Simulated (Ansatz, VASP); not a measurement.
**GaN: VASP beside Ansatz**

Contents of POSCAR:

```
GaN
1.0
    0.0000000000      2.1365049212      2.3620626401
    2.1365049212      0.0000000000      2.3620626401
    2.1365049212      2.1365049212      0.0000000000
Ga N
1 1
Direct
    0.0000000000      0.0000000000      0.0000000000
    0.2500000000      0.2500000000      0.2500000000
```

The input INCAR.step1:

```
SYSTEM = GaN
  PREC = Accurate
  ENCUT = 520
  ISMEAR = 0
  SIGMA = 0.01
  LREAL = .FALSE.
  LASPH = .TRUE.
  NELM = 60
  NBANDS = 16
  GGA = PE
  ALGO = Normal
  EDIFF = 1E-4
  LWAVE = .TRUE.
  LCHARG = .FALSE.
```

The input INCAR.step2:

```
SYSTEM = GaN
  PREC = Accurate
  ENCUT = 520
  EDIFF = 1E-6
  ISMEAR = 0
  SIGMA = 0.01
  LREAL = .FALSE.
  LASPH = .TRUE.
  NELM = 60
  ALGO = Normal
  ISIF = 2
  LWAVE = .FALSE.
  LCHARG = .TRUE.
  METAGGA = R2SCAN
  LMIXTAU = .TRUE.
  LELF = .TRUE.
  LVHAR = .TRUE.
  NBANDS = 16
  ISTART = 1
```

File KPOINTS:

```
regular mesh
0
G
  10 10 10
  0 0 0
```

Input for Ansatz:

```yaml
crystal:
  lattice:
    - [0.0, 2.1365049212, 2.3620626401]
    - [2.1365049212, 0.0, 2.3620626401]
    - [2.1365049212, 2.1365049212, 0.0]
  atoms:
    - { symbol: Ga, position: [0.0, 0.0, 0.0] }
    - { symbol: "N", position: [0.25, 0.25, 0.25] }
kpoints:
  mp_grid: { grid: [10, 10, 10] }
  band_path:
    path:
      - [0.0, 0.0, 0.0]
      - [-0.5, -0.5, 0.0]
      - [-0.375, -0.375, 0.25]
      - [-0.375, 0.0, 0.375]
      - [0.0, 0.0, 0.5]
      - [-0.5, -0.25, 0.25]
    npoints: 1
hamiltonian:
  xc: r2scan
scf:
  occupations: { method: fixed }
  n_extra_bands: 4
output:
  forces: true
  stress: true
  eigenvalues: true
```

Change from the starting cell: epitaxial_xy strain -5.0%.

Alike in both runs: task single point; functional r2SCAN; k mesh 10 × 10 × 10; no spin polarisation.

|  | VASP | Ansatz |
| --- | --- | --- |
| version | VASP 6.6.1 | Ansatz 0.2.0 |
| potentials or method | VASP PAW PBE potentials, release 64 (Ga_d, N) | plane waves, PAW |
| plane-wave cutoff (eV) | 520 | 500 |
| occupations | gaussian, width 0.01 eV | fixed |
| valence electrons in the cell | 18 | 18 |

|  | VASP | Ansatz | Ansatz less VASP |
| --- | --- | --- | --- |
| gap on the k mesh at the Fermi level (eV) | 2.29 | 2.30 | +0.011 |
| pressure (GPa) | 12.1 | 11.0 | -1.20 |
| traceless stress, the component that is largest in VASP (GPa) | -10.76 | -10.95 | -0.195 |

VASP's potentials were made for PBE, not for r2SCAN.
